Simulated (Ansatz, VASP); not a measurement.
**Ta2C in VASP and in Ansatz**

```
CELL_PARAMETERS angstrom
3.07770 0.00000 0.00000
-1.53885 2.66537 0.00000
0.00000 0.00000 4.88823
ATOMIC_POSITIONS crystal
Ta 0.33333 0.66667 0.25308
Ta 0.66667 0.33333 0.74692
C 0.00000 0.00000 0.00000
```

Alike in both runs: functional LDA; k mesh 9 × 9 × 4; occupations gaussian, width 0.1 eV; no spin polarisation.

Ansatz relaxed the structure, and its values are those at the end. VASP's run is a single point on that final structure, the one shown.

|  | VASP | Ansatz |
| --- | --- | --- |
| version | VASP 6.6.1 | Ansatz 0.2.0 |
| potentials or method | VASP PAW LDA potentials, release 64 (Ta_sv_GW, C), cutoff 700 eV | scalar-relativistic, plane waves, PAW |
| valence electrons in the cell | 30 | 30 |

```tsv
	VASP	Ansatz	Ansatz less VASP
gap on the k mesh at the Fermi level (eV)	none	none	-
pressure (GPa)	0.8	-0.1	-0.86
rms of the force components (eV/Å)	0.003	0.021	+0.0180
```

LDA's correlation is that of Perdew and Zunger in VASP and of Perdew and Wang (1992) in Ansatz. A gap of «none» marks a metal or a gap that the smearing closes.

Neither program's run includes spin-orbit coupling.
